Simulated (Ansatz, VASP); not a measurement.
**One calculation of GaSb, two programs**

```xyz
2
Lattice="0.0000 3.0659 3.0659 2.9702 0.0000 3.0659 2.9702 3.0659 0.0000" Properties=species:S:1:pos:R:3 pbc="T T T"
Ga    0.0000    0.0000    0.0000
Sb    1.4851    1.5329    1.5329
```

Change from the starting cell: uniaxial_x strain -3.1%.

Alike in both runs: task single point; functional r2SCAN; k mesh 8 × 8 × 8; occupations fermi-dirac, width 0.02 eV; no spin polarisation.

```csv
,VASP,Ansatz
version,VASP 6.6.1,Ansatz 0.2.0
potentials or method,"VASP PAW PBE potentials, release 64 (Ga_d, Sb)","plane waves, PAW"
plane-wave cutoff (eV),520,500
valence electrons in the cell,18,28
```

```csv
,VASP,Ansatz,Ansatz less VASP
pressure (GPa),1.9,1.8,-0.12
"traceless stress, the component that is largest in VASP (GPa)",0.99,1.00,+0.009
```

VASP's potentials were made for PBE, not for r2SCAN. VASP's potentials hold 18 valence electrons a cell and Ansatz's 28, so a difference there can come from the potentials and not from the codes.

Neither program's run includes spin-orbit coupling.
